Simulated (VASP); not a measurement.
# SnO2 (Immm) in VASP: further runs

SnO2 is run at these levels: PBE; tasks: single point.

All numbers are computed with VASP 6.6.1; they aren't measurements. Logs are shortened: lines on timing, memory, paths and dates and some standing lists are left out, and cuts for length are marked.

### 1 The cell of the first run

Symmetry: Immm, No. 71, orthorhombic system. The conventional cell has a = 3.600 Å, b = 3.673 Å, c = 5.143 Å, α = 90.00°, β = 90.00°, γ = 90.00°. Within 2.9 Å of Sn (site symmetry mmm) lie 8 O at 2.21 to 2.24 Å. O (site symmetry mm2) has 4 Sn at 2.21 to 2.24 Å and 6 O at 2.57 Å within 2.9 Å.

### 2 Single point, PBE (strain -0.0200 x Voigt [0, 0, 0, 0, 0, 1])

The input, INCAR:

```
SYSTEM = SnO2
PREC = Accurate
ENCUT = 520
EDIFF = 1E-6
ISMEAR = 0
SIGMA = 0.15
LREAL = .False.
LASPH = .True.
NELM = 60
ALGO = Normal
ISIF = 2
LWAVE = .False.
LCHARG = .True.
GGA = PE
LELF = .True.
LVHAR = .True.
NBANDS = 20
```

The input, KPOINTS:

```
Automatic mesh
0
Gamma
  16 16 16
  0 0 0
```

The input, POSCAR:

```
SnO2
1.0
   -0.0257165242      2.5716524213      2.5716524213
    2.5716524213     -0.0257165242      2.5716524213
    2.5459358971      2.5459358971      0.0000000000
Sn O
1 2
Direct
    0.0000000000      0.0000000000      0.0000000000
    0.2500000000      0.2500000000      0.2500000000
    0.7500000000      0.7500000000      0.7500000000
```

Potentials or basis: VASP PAW PBE potentials, release 64 (Sn_d, O).

The run is started by

```bash
> cat potpaw_PBE.64/Sn_d/POTCAR potpaw_PBE.64/O/POTCAR > POTCAR
> mpirun -np 1 vasp_std > vasp.out
```

OUTCAR:

```text
SYSTEM = SnO2
   PREC = Accurate
   ENCUT = 520
   EDIFF = 1E-6
   ISMEAR = 0
   LREAL = .False.
   LASPH = .True.
   NELM = 60
   ISIF = 2
   GGA = PE

 ion  position               nearest neighbor table
   1  0.000  0.000  0.000-   2 2.21   3 2.21   3 2.21   2 2.21   3 2.24   3 2.24   2 2.24   2 2.24

   2  0.250  0.250  0.250-   1 2.21   1 2.21   1 2.24   1 2.24
   3  0.750  0.750  0.750-   1 2.21   1 2.21   1 2.24   1 2.24

  LATTYP: Found a body centered orthorhombic cell.
 ALAT       =     3.6004970746
 B/A-ratio  =     1.0202020202
 C/A-ratio  =     1.4284985478

  Lattice vectors:

 A1 = (   0.0257165242,  -2.5716524213,  -2.5716524213)
 A2 = (  -0.0257165242,   2.5716524213,  -2.5716524213)
 A3 = (   2.5716524213,  -0.0257165242,   2.5716524213)

Analysis of symmetry for initial positions (statically):
=====================================================================
 Subroutine PRICEL returns:
 Original cell was already a primitive cell.

 Routine SETGRP: Setting up the symmetry group for a
 body centered orthorhombic supercell.

 Subroutine GETGRP returns: Found  8 space group operations
 (whereof  8 operations were pure point group operations)
 out of a pool of  8 trial point group operations.

The static configuration has the point symmetry D_2h.

Analysis of symmetry for dynamics (positions and initial velocities):
=====================================================================
 Subroutine PRICEL returns:
 Original cell was already a primitive cell.

 Routine SETGRP: Setting up the symmetry group for a
 body centered orthorhombic supercell.

 Subroutine GETGRP returns: Found  8 space group operations
 (whereof  8 operations were pure point group operations)
 out of a pool of  8 trial point group operations.

The dynamic configuration has the point symmetry D_2h.

 Subroutine INISYM returns: Found  8 space group operations
 (whereof  8 operations are pure point group operations),
 and found     1 'primitive' translations

----------------------------------------------------------------------------------------

                                     Primitive cell

  volume of cell :      34.0113

  direct lattice vectors                    reciprocal lattice vectors
    -0.025716524  2.571652421  2.571652421    -0.192502494  0.192502494  0.194427519
     2.571652421 -0.025716524  2.571652421     0.192502494 -0.192502494  0.194427519
     2.545935897  2.545935897  0.000000000     0.196391433  0.196391433 -0.194427519

  length of vectors
     3.636956652  3.636956652  3.600497075     0.334539206  0.334539206  0.339029866

  position of ions in fractional coordinates (direct lattice)
     0.000000000  0.000000000  0.000000000
     0.250000000  0.250000000  0.250000000
     0.750000000  0.750000000  0.750000000

  ion indices of the primitive-cell ions
   primitive index   ion index
                 1           1
                 2           2
                 3           3

----------------------------------------------------------------------------------------

 KPOINTS: Automatic mesh

Automatic generation of k-mesh.
 Grid dimensions read from file:
 generate k-points for:   16   16   16

 Generating k-lattice:

  Cartesian coordinates                     Fractional coordinates (reciprocal lattice)
    -0.012031406  0.012031406  0.012151720     0.062500000  0.000000000  0.000000000
     0.012031406 -0.012031406  0.012151720     0.000000000  0.062500000  0.000000000
     0.012274465  0.012274465 -0.012151720     0.000000000  0.000000000  0.062500000

  Length of vectors
     0.020908700  0.020908700  0.021189367

  Shift w.r.t. Gamma in fractional coordinates (k-lattice)
     0.000000000  0.000000000  0.000000000

 Subroutine IBZKPT returns following result:
 ===========================================

 Found    621 irreducible k-points:

 Following reciprocal coordinates:
            Coordinates               Weight
  0.000000  0.000000  0.000000      1.000000
  0.062500 -0.000000  0.000000      4.000000
  0.125000 -0.000000  0.000000      4.000000
  0.187500  0.000000  0.000000      4.000000
  0.250000 -0.000000  0.000000      4.000000
  0.312500  0.000000  0.000000      4.000000
[... 16 lines left out ...]
 -0.125000  0.062500  0.000000      4.000000
 -0.062500  0.062500  0.000000      2.000000
 [... further k-points ...]
   k-points           NKPTS =    621   k-points in BZ     NKDIM =    621   number of bands    NBANDS=     20
   number of dos      NEDOS =    301   number of ions     NIONS =      3
   total plane-waves  NPLWV =  21952
   dimension x,y,z NGX =    28 NGY =   28 NGZ =   28
   dimension x,y,z NGXF=    56 NGYF=   56 NGZF=   56
   ions per type =               1   2
   NGX,Y,Z   is equivalent  to a cutoff of  12.80, 12.80, 12.93 a.u.
   NGXF,Y,Z  is equivalent  to a cutoff of  25.60, 25.60, 25.86 a.u.
 SYSTEM =  SnO2
   PREC   = accura    normal or accurate (medium, high low for compatibility)
   ISTART =      0    job   : 0-new  1-cont  2-samecut
   ICHARG =      2    charge: 1-file 2-atom 10-const
   ISPIN  =      1    spin polarized calculation?
   LNONCOLLINEAR =      F non collinear calculations
   LSORBIT =      F    spin-orbit coupling
   LASPH  =      T    aspherical Exc in radial PAW
   ENCUT  =  520.0 eV  38.22 Ry    6.18 a.u.   6.76  6.76  6.69*2*pi/ulx,y,z
   NELM   =     60;   NELMIN=  2; NELMDL= -5     # of ELM steps
   EDIFF  = 0.1E-05   stopping-criterion for ELM
   LREAL  =      F    real-space projection
   EDIFFG = 0.1E-04   stopping-criterion for IOM
   NSW    =      0    number of steps for IOM
   IBRION =     -1    ionic relax: 0-MD 1-quasi-New 2-CG
   NFREE  =      0    steps in history (QN), initial steepest desc. (CG)
   ISIF   =      2    stress and relaxation
   ISYM   =      2    0-nonsym 1-usesym 2-fastsym
   POTIM  = 0.5000    time-step for ionic-motion
   TEBEG  =    0.0;   TEEND  =   0.0 temperature during run
   PSTRESS=    0.0 pullay stress
   NELECT =      26.0000    total number of electrons
   NUPDOWN=      -1.0000    fix difference up-down
   EMIN   =  10.00;   EMAX   =-10.00  energy-range for DOS
   EFERMI =   0.00;   METHOD = LEGACY
   ISMEAR =     0;   SIGMA  =   0.15  broadening in eV -4-tet -1-fermi 0-gaus
   EFERMI_NEDOS =   21; number of points for ismear=-14 and -15
   IALGO  =     38    algorithm
   IMIX   =      4    mixing-type and parameters
     AMIX     =   0.40;   BMIX     =  1.00
     AMIX_MAG =   1.60;   BMIX_MAG =  1.00
  volume/ion in A,a.u.               =      11.34        76.51
  Fermi-wavevector in a.u.,A,eV,Ry     =   1.496896  2.828722 30.486523  2.240696
  Thomas-Fermi vector in A             =   2.608853
   LORBIT       =      0    0 simple, 1 ext, 2 COOP (PROOUT), +10 PAW based schemes
   GGA     = PE    functional components
   LHFCALC =     F    Hartree Fock is set to
   AEXX    =    0.0000 exact exchange contribution
   IVDW    =     0    specifies the selected vdW correction
   LEPSILON=     F    determine dielectric tensor
   LRPA    =     F    only Hartree local field effects (RPA)
 non-spin polarized calculation
 Gauss-broadening in eV      SIGMA  =   0.15
  energy-cutoff  :      520.00
  volume of cell :       34.01
 maximum number of plane-waves:       934
   NGX = 13   NGY = 13   NGZ = 13

 number of electron      25.9999991 magnetization

 Free energy of the ion-electron system (eV)
  ---------------------------------------------------
  ext. energy  EPLUGINS =         0.00000000
  ---------------------------------------------------
  free energy    TOTEN  =       -17.91607507 eV

  energy without entropy =      -17.91582744  energy(sigma->0) =      -17.91595125

 E-fermi :   7.5992     XC(G=0): -11.6788

 val. band max:        7.3904935448   @ k =  -0.2500   0.5000   0.2500
 cond. band min:       7.7794888217   @ k =   0.0625  -0.0000   0.0000
 fundamental gap:      0.3889952769
 Fermi energy:         7.5991572526

 k-point     1 :       0.0000    0.0000    0.0000
  band No.  band energies     occupation
      1     -13.1784      2.00000
      2     -13.1771      2.00000
      3     -13.1727      2.00000
      4     -13.0494      2.00000
      5     -13.0492      2.00000
      6     -11.9309      2.00000
[... 12 lines left out ...]
     19      22.4958      0.00000
     20      22.5013      0.00000

 k-point     2 :       0.0625   -0.0000    0.0000
  band No.  band energies     occupation
      1     -13.1912      2.00000
      2     -13.1750      2.00000
      3     -13.1700      2.00000
      4     -13.0494      2.00000
      5     -13.0494      2.00000
      6     -11.8926      2.00000
[... 12 lines left out ...]
     19      22.5022      0.00000
     20      22.5153      0.00000

 k-point     3 :       0.1250   -0.0000    0.0000
  band No.  band energies     occupation
      1     -13.2316      2.00000
      2     -13.1673      2.00000
      3     -13.1626      2.00000
      4     -13.0499      2.00000
      5     -13.0492      2.00000
      6     -11.7753      2.00000
[... 12 lines left out ...]
     19      22.5209      0.00000
     20      22.5556      0.00000

 k-point     4 :       0.1875    0.0000    0.0000
  band No.  band energies     occupation
      1     -13.2951      2.00000
      2     -13.1571      2.00000
      3     -13.1529      2.00000
      4     -13.0493      2.00000
      5     -13.0474      2.00000
      6     -11.5762      2.00000
[... 12 lines left out ...]
     19      22.5505      0.00000
     20      22.6153      0.00000

 k-point     5 :       0.2500   -0.0000    0.0000
  band No.  band energies     occupation
      1     -13.3720      2.00000
      2     -13.1474      2.00000
      3     -13.1439      2.00000
      4     -13.0463      2.00000
      5     -13.0427      2.00000
      6     -11.2988      2.00000
[... 12 lines left out ...]
     19      22.6797      0.00000
     20      23.1548      0.00000

 k-point     6 :       0.3125    0.0000    0.0000
  band No.  band energies     occupation
      1     -13.4493      2.00000
      2     -13.1406      2.00000
      3     -13.1381      2.00000
      4     -13.0403      2.00000
      5     -13.0347      2.00000
      6     -10.9550      2.00000
[... 12 lines left out ...]
     19      22.7260      0.00000
     20      23.2634      0.00000

 k-point     7 :       0.3750    0.0000    0.0000
  band No.  band energies     occupation
      1     -13.5143      2.00000
      2     -13.1373      2.00000
      3     -13.1355      2.00000
      4     -13.0328      2.00000
      5     -13.0256      2.00000
      6     -10.5665      2.00000
[... 12 lines left out ...]
     19      22.7336      0.00000
     20      22.9994      0.00000
[... 277 lines left out ...]
 k-point    20 :      -0.3125    0.0625    0.0000
  band No.  band energies     occupation
      1     -13.4631      2.00000
      2     -13.1541      2.00000
      3     -13.1340      2.00000
      4     -13.0381      2.00000
      5     -13.0379      2.00000
      6     -10.7938      2.00000
[... 12 lines left out ...]
     19      22.6457      0.00000
     20      23.9465      0.00000

 k-point    21 :      -0.2500    0.0625    0.0000
  band No.  band energies     occupation
      1     -13.3901      2.00000
      2     -13.1597      2.00000
      3     -13.1396      2.00000
      4     -13.0468      2.00000
      5     -13.0423      2.00000
      6     -11.1549      2.00000
[... 12 lines left out ...]
     19      22.6100      0.00000
     20      23.8078      0.00000

 k-point    22 :      -0.1875    0.0625    0.0000
  band No.  band energies     occupation
      1     -13.3146      2.00000
      2     -13.1666      2.00000
      3     -13.1487      2.00000
      4     -13.0514      2.00000
      5     -13.0455      2.00000
      6     -11.4558      2.00000
[... 12 lines left out ...]
     19      22.5656      0.00000
     20      23.2687      0.00000

 k-point    23 :      -0.1250    0.0625    0.0000
  band No.  band energies     occupation
      1     -13.2503      2.00000
      2     -13.1727      2.00000
      3     -13.1588      2.00000
      4     -13.0523      2.00000
      5     -13.0472      2.00000
      6     -11.6820      2.00000
[... 12 lines left out ...]
     19      22.5275      0.00000
     20      22.7219      0.00000

 k-point    24 :      -0.0625    0.0625    0.0000
  band No.  band energies     occupation
      1     -13.2081      2.00000
      2     -13.1755      2.00000
      3     -13.1668      2.00000
      4     -13.0511      2.00000
      5     -13.0482      2.00000
      6     -11.8272      2.00000
[... 12 lines left out ...]
     19      22.5085      0.00000
     20      22.5598      0.00000

 [... further k-points ...]

------------------------ aborting loop because EDIFF is reached ----------------------------------------

  FORCE on cell =-STRESS in cart. coord.  units (eV):
  Direction    XX          YY          ZZ          XY          YZ          ZX
  --------------------------------------------------------------------------------------
  -------------------------------------------------------------------------------------
  Total        0.1344363      0.1344363      0.1327714      0.0675361      0.0000000      0.0000000
  in kB        6.3329158      6.3329158      6.2544867      3.1814378      0.0000000      0.0000000
  external PRESSURE =       6.3067728 kB  Pullay stress =       0.0000000 kB

 VOLUME and BASIS-vectors are now :
 -----------------------------------------------------------------------------
  energy-cutoff  :      520.00
  volume of cell :       34.01
      direct lattice vectors                 reciprocal lattice vectors
    -0.025716524  2.571652421  2.571652421    -0.192502494  0.192502494  0.194427519
     2.571652421 -0.025716524  2.571652421     0.192502494 -0.192502494  0.194427519
     2.545935897  2.545935897  0.000000000     0.196391433  0.196391433 -0.194427519

 POSITION                                       TOTAL-FORCE (eV/Angst)
 -----------------------------------------------------------------------------------
      0.00000      0.00000      0.00000         0.000000      0.000000      0.000000
      1.27297      1.27297      1.28583         0.000000     -0.000000      0.044522
      3.81890      3.81890      3.85748         0.000000     -0.000000     -0.044522
 -----------------------------------------------------------------------------------
    total drift:                                0.000000     -0.000000      0.000000

  FREE ENERGIE OF THE ION-ELECTRON SYSTEM (eV)
  ---------------------------------------------------
  free  energy   TOTEN  =       -17.9160750677 eV

  energy  without entropy=      -17.9158274380  energy(sigma->0) =      -17.91595125
```

It took 2.8 min on 1 thread of Intel Xeon 6975P-C (Granite Rapids), shared host; peak memory 0.46 GiB.

Results:

```yaml
Free_energy: -17.9161 eV
Pressure: 0.6 GPa
Largest_force: 0.045 eV/Å
Band_gap_on_the_k_mesh: zero (bands 13 and 14 overlap by 0.15 eV)
```

Forces in eV/Å, atoms in the order of the input:
```
Sn   0.000  0.000  0.000
O    0.000  0.000  0.045
O    0.000  0.000 -0.045
```

Stress tensor (GPa, compression positive):
```
0.63 0.32 0.00
0.32 0.63 0.00
0.00 0.00 0.63
```

Caveat: the cell differs from its parent crystal (strain -0.0200 x Voigt [0, 0, 0, 0, 0, 1]); semilocal functionals underestimate gaps, and a narrow one can read as zero; spin-orbit coupling is left out, which moves the levels of the heavy elements.

### 3 Single point, PBE (strain +0.0150 x Voigt [0, 0, 0, 0, 0, 1])

The input, INCAR:

```
PREC = Accurate
ENCUT = 520
EDIFF = 1E-7
ISMEAR = 0
SIGMA = 0.15
LREAL = F
LASPH = T
NELM = 100
ALGO = Normal
ISIF = 2
LWAVE = F
LCHARG = F
GGA = PE
NBANDS = 20
```

The input, KPOINTS:

```
regular mesh
0
Gamma
  16 16 16
```

The input, POSCAR:

```
SnO2
1.0
    0.0192873932      2.5716524213      2.5716524213
    2.5716524213      0.0192873932      2.5716524213
    2.5909398145      2.5909398145      0.0000000000
Sn O
1 2
Direct
    0.0000000000      0.0000000000      0.0000000000
    0.2500000000      0.2500000000      0.2500000000
    0.7500000000      0.7500000000      0.7500000000
```

Potentials or basis: VASP PAW PBE potentials, release 64 (Sn_d, O).

The run is started by

```bash
> cat potpaw_PBE.64/Sn_d/POTCAR potpaw_PBE.64/O/POTCAR > POTCAR
> mpirun -np 1 vasp_std > vasp.out
```

Wall time 3 min (1 thread of Intel Xeon 6975P-C (Granite Rapids), shared host); peak memory 0.46 GiB.

Results (log left out):

| Item | Value |
| --- | --- |
| Free energy | -17.9164 eV |
| Pressure | 0.6 GPa |
| Largest force | 0.033 eV/Å |
| Band gap on the k mesh | zero (bands 13 and 14 overlap by 0.15 eV) |

Forces on the atoms (eV/Å):
```
Sn   0.000  0.000  0.000
O    0.000  0.000 -0.033
O    0.000  0.000  0.033
```

Stress tensor (GPa, compression positive):
```
 0.57 -0.24  0.00
-0.24  0.57  0.00
 0.00  0.00  0.57
```

Levels at points of the mesh, in eV from the Fermi level:
```csv
k point,band 10,band 11,band 12,band 13,band 14,band 15,band 16,band 17
"(0.00, 0.00, 0.00)",-2.97,-1.58,-1.52,-1.46,-0.36,6.62,6.78,6.94
"(0.50, 0.00, 0.00)",-3.48,-3.44,-2.24,-2.23,4.33,7.68,9.74,9.95
"(0.50, 0.50, 0.00)",-5.43,-0.42,-0.37,-0.30,2.87,6.68,9.56,11.48
"(0.00, 0.00, 0.50)",-3.44,-3.40,-2.23,-2.21,4.28,7.60,9.75,9.97
"(0.50, 0.00, 0.50)",-5.47,-0.40,-0.39,-0.30,2.87,6.67,9.56,11.59
```

Caveat: the cell differs from its parent crystal (strain +0.0150 x Voigt [0, 0, 0, 0, 0, 1]); semilocal functionals underestimate gaps, and a narrow one can read as zero; spin-orbit coupling is left out, which moves the levels of the heavy elements.

[end of part 1 of 3]

The gap in the log of VASP goes by the Fermi energy; the results here count the filled bands.